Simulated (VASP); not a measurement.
# Br (I4/mmm) in VASP: notebook, part 2 of 2

VASP 6.6.1. The steps go on from the part before.

### Step 3. Relaxation of cell and atoms, PBE, target pressure 20 GPa, at which the enthalpy is minimised

INCAR

```
ALGO = Normal ; EDIFF = 1E-7
EDIFFG = -0.01 ; ENCUT = 500
GGA = PE ; GGA_COMPAT = False
IBRION = 2 ; ISIF = 3
ISMEAR = -1 ; LASPH = True
LCHARG = False ; LREAL = False
LWAVE = False ; NELM = 120
NELMIN = 4 ; NSW = 60
PREC = Accurate ; PSTRESS = 200.0
SIGMA = 0.05
```

KPOINTS

```
k-points
0
Gamma
  13 13 13
```

POSCAR

```
Br
1.0
   -1.4234917050      1.4234917050      3.5775173700
    1.4234917050     -1.4234917050      3.5775173700
    1.4234917050      1.4234917050     -3.5775173700
Br
1
Direct
    0.0000000000      0.0000000000      0.0000000000
```

Potentials or basis: VASP PAW PBE potentials, release 64 (Br).

Command:

```sh
$ cat potpaw_PBE.64/Br/POTCAR > POTCAR
$ mpirun -np 1 vasp_std > vasp.out
```

OUTCAR:

```text
EDIFF = 1E-7
   EDIFFG = -0.01
   ENCUT = 500
   GGA = PE
   IBRION = 2
   ISIF = 3
   ISMEAR = -1
   LASPH = True
   LREAL = False
   NELM = 120
   NELMIN = 4
   NSW = 60
   PREC = Accurate
   PSTRESS = 200.0

 ion  position               nearest neighbor table
   1  0.000  0.000  0.000-

  LATTYP: Found a body centered tetragonal cell.
 ALAT       =     2.8469834100
 C/A-ratio  =     2.5131986069

  Lattice vectors:

 A1 = (  -1.4234917050,   1.4234917050,   3.5775173700)
 A2 = (   1.4234917050,  -1.4234917050,   3.5775173700)
 A3 = (   1.4234917050,   1.4234917050,  -3.5775173700)

Analysis of symmetry for initial positions (statically):
=====================================================================
 Subroutine PRICEL returns:
 Original cell was already a primitive cell.

 Routine SETGRP: Setting up the symmetry group for a
 body centered tetragonal supercell.

 Subroutine GETGRP returns: Found 16 space group operations
 (whereof 16 operations were pure point group operations)
 out of a pool of 16 trial point group operations.

The static configuration has the point symmetry D_4h.

Analysis of symmetry for dynamics (positions and initial velocities):
=====================================================================
 Subroutine PRICEL returns:
 Original cell was already a primitive cell.
[... 260 lines left out ...]
  energy  without entropy=       -1.1264983610  energy(sigma->0) =       -1.12849718

  enthalpy is  TOTEN    =         1.7173156502 eV   P V=        2.8478116521

 E-fermi :   4.7114     XC(G=0):  -9.8081

 val. band max:        4.6293937067   @ k =  -0.2308   0.3077   0.0769
 cond. band min:       4.7262658712   @ k =  -0.4615   0.4615   0.4615
 fundamental gap:      0.0968721645
 Fermi energy:         4.7113607557

 k-point     1 :       0.0000    0.0000    0.0000
  band No.  band energies     occupation
      1     -13.9472      2.00000
      2       1.1240      2.00000
      3       5.9908      0.00000
      4       5.9908      0.00000
      5       9.1579      0.00000
      6      13.7936      0.00000
      7      15.7312      0.00000
[... 221 lines left out ...]
 k-point    24 :       0.4615    0.1538    0.0000
  band No.  band energies     occupation
      1     -10.8452      2.00000
      2      -3.1970      2.00000
      3       1.7724      2.00000
      4       4.7988      0.29657
      5      10.3368      0.00000
      6      15.0597      0.00000
      7      18.2698      0.00000

 [... further k-points ...]

[... ionic steps 4 to 8 ...]

--------------------------------------- Ionic step        9  -------------------------------------------

 number of electron       7.0000000 magnetization

------------------------ aborting loop because EDIFF is reached ----------------------------------------
[... 69 lines left out ...]
--------------------------------------- Ionic step       11  -------------------------------------------

 number of electron       7.0000000 magnetization

 Free energy of the ion-electron system (eV)
  ---------------------------------------------------
  ext. energy  EPLUGINS =         0.00000000
  ---------------------------------------------------
  free energy    TOTEN  =        -1.02010355 eV

  energy without entropy =       -1.01535537  energy(sigma->0) =       -1.01772946

 E-fermi :   5.3110     XC(G=0): -10.4968

 val. band max:        5.3093725542   @ k =   0.3077   0.0769   0.0769
 cond. band min:       5.3380905934   @ k =  -0.3846  -0.3846   0.3077
 fundamental gap:      0.0287180392
 Fermi energy:         5.3110160713

 k-point     1 :       0.0000    0.0000    0.0000
  band No.  band energies     occupation
      1     -12.9256      2.00000
      2       4.1114      2.00000
      3       6.8667      0.00000
      4       6.8667      0.00000
      5      12.5979      0.00000
      6      15.2663      0.00000
      7      17.1077      0.00000
[... 262 lines left out ...]
  energy  without entropy=       -1.0153553670  energy(sigma->0) =       -1.01772946

  enthalpy is  TOTEN    =         1.5061134075 eV   P V=        2.5262169537

 reached required accuracy - stopping structural energy minimisation
```

Run time: 2.5 min. Hardware: 1 thread of AMD EPYC 9R45 (Zen 5), shared host; peak memory 0.17 GiB.

What came out:

```yaml
Free_energy: -1.0201 eV
Relaxed_volume: 20.24 Å³/atom
Relaxed_cell: a = 3.390 Å, b = 3.390 Å, c = 3.390 Å, α = 133.35°, β = 133.35°, γ = 68.11°
Space_group_after_relaxing_to_0.05_Å: I4/mmm (No. 139)
Energy_change_on_relaxing_the_enthalpy_is_what_falls: +423.5 meV/atom
Ionic_steps: 11
Pressure_after_relaxing: 20.0 GPa
```

The path:
```
step  energy change (eV)  largest force (eV/Å)  pressure (GPa)  volume (Å³)
   1              0.0000                0.0000            1.40        29.00
   2              1.7601                0.0000           73.16        17.04
   3              0.3131                0.0000           18.16        22.81
   4              0.3442                0.0000           19.45        22.55
   5              0.3894                0.0000           20.15        20.63
   6              0.4396                0.0000           21.18        20.12
   7              0.4515                0.0000           21.44        20.02
   8              0.3844                0.0000           18.10        20.57
   9              0.4219                0.0000           19.98        20.25
  10              0.4225                0.0000           20.01        20.25
  11              0.4235                0.0000           20.03        20.24
```

Final structure:
```
CELL_PARAMETERS angstrom
-1.34221 1.34221 2.80833
1.34221 -1.34221 2.80833
1.34221 1.34221 -2.80833
ATOMIC_POSITIONS crystal
Br 0.00000 0.00000 0.00000
```

Caveat: the cell is relaxed towards a set pressure, so the enthalpy falls and the energy may rise; the volume moved by over 15 % at a fixed basis, so the end points are rough; an odd number of electrons without spin polarisation forces a metal; a magnetic or distorted state may lie lower.

### Step 4. Relaxation of cell and atoms, PBE, target pressure 30 GPa, at which the enthalpy is minimised

INCAR

```
SYSTEM = Br
ALGO = Normal
EDIFF = 1E-7
EDIFFG = -0.01
ENCUT = 500
GGA = PE
GGA_COMPAT = .FALSE.
IBRION = 2
ISIF = 3
ISMEAR = -1
LASPH = .TRUE.
LCHARG = .FALSE.
LREAL = .FALSE.
LWAVE = .FALSE.
NELM = 120
NELMIN = 4
NSW = 60
PREC = Accurate
PSTRESS = 300.0
SIGMA = 0.05
```

KPOINTS

```
k-points
0
G
  13 13 13
  0 0 0
```

POSCAR is that of step 3.

Command:

```sh
$ cat potpaw_PBE.64/Br/POTCAR > POTCAR
$ mpirun -np 1 vasp_std > vasp.out
```

Run time: 2.5 min. Hardware: 1 thread of AMD EPYC 9R45 (Zen 5), shared host; peak memory 0.18 GiB.

Results (log left out):

```
Free energy                                            : -0.7712 eV
Relaxed volume                                         : 18.62 Å³/atom
Relaxed cell                                           : a = 3.264 Å, b = 3.264 Å, c = 3.264 Å, α = 132.38°, β = 132.38°, γ = 69.64°
Space group after relaxing (to 0.05 Å)                 : I4/mmm (No. 139)
Energy change on relaxing (the enthalpy is what falls) : +672.4 meV/atom
Ionic steps                                            : 11
Pressure after relaxing                                : 30.0 GPa
```

Stress tensor (GPa, compression positive):
```
30.07  0.00  0.00
 0.00 30.07  0.00
 0.00  0.00 29.94
```

Step by step:
| step | energy change (eV) | largest force (eV/Å) | pressure (GPa) | volume (Å³) |
| --- | --- | --- | --- | --- |
| 1 | 0.0000 | 0.0000 | 1.40 | 29.00 |
| 2 | 5.7946 | 0.0000 | 224.29 | 12.25 |
| 3 | 0.4017 | 0.0000 | 21.80 | 22.09 |
| 4 | 0.5253 | 0.0000 | 26.71 | 21.28 |
| 5 | 0.6094 | 0.0000 | 29.98 | 20.80 |
| 6 | 0.7386 | 0.0000 | 33.32 | 18.29 |
| 7 | 0.7424 | 0.0000 | 33.41 | 18.27 |
| 8 | 0.5606 | 0.0000 | 24.89 | 19.28 |
| 9 | 0.6665 | 0.0000 | 29.91 | 18.65 |
| 10 | 0.6679 | 0.0000 | 29.97 | 18.65 |
| 11 | 0.6724 | 0.0000 | 30.03 | 18.62 |

Final structure:
```
Br
1.0
    -1.31798    1.31798    2.68002
     1.31798   -1.31798    2.68002
     1.31798    1.31798   -2.68002
Br
1
Direct
  0.00000 0.00000 0.00000
```

Levels at points of the mesh, in eV from the Fermi level:
```
           k point  band 1  band 2  band 3  band 4  band 5  band 6  band 7
(0.00, 0.00, 0.00)  -18.95   -0.87    1.80    1.80    7.89    9.98   12.32
```

Caveat: the cell is relaxed towards a set pressure, so the enthalpy falls and the energy may rise; the volume moved by over 15 % at a fixed basis, so the end points are rough; an odd number of electrons without spin polarisation forces a metal; a magnetic or distorted state may lie lower.

### Step 5. The runs side by side

| cell | gap on the mesh (eV) | pressure (GPa) |
| --- | --- | --- |
| relaxed to 10 GPa | none | 10.0 |
| relaxed to 20 GPa | none | 20.0 |
| relaxed to 30 GPa | none | 30.0 |

Alike in all rows: task relaxation of cell and atoms; level PBE; potentials or basis VASP PAW PBE potentials, release 64 (Br); no spin polarisation; k mesh 13 × 13 × 13; cutoff (eV) 500; smearing fermi-dirac 0.05 eV.

Caveats: the cell is relaxed towards a set pressure, so the enthalpy falls and the energy may rise; the volume moved by over 15 % at a fixed basis, so the end points are rough; an odd number of electrons without spin polarisation forces a metal; a magnetic or distorted state may lie lower.

Total energies depend on the potentials used, so only differences within one code and one set of settings carry meaning.
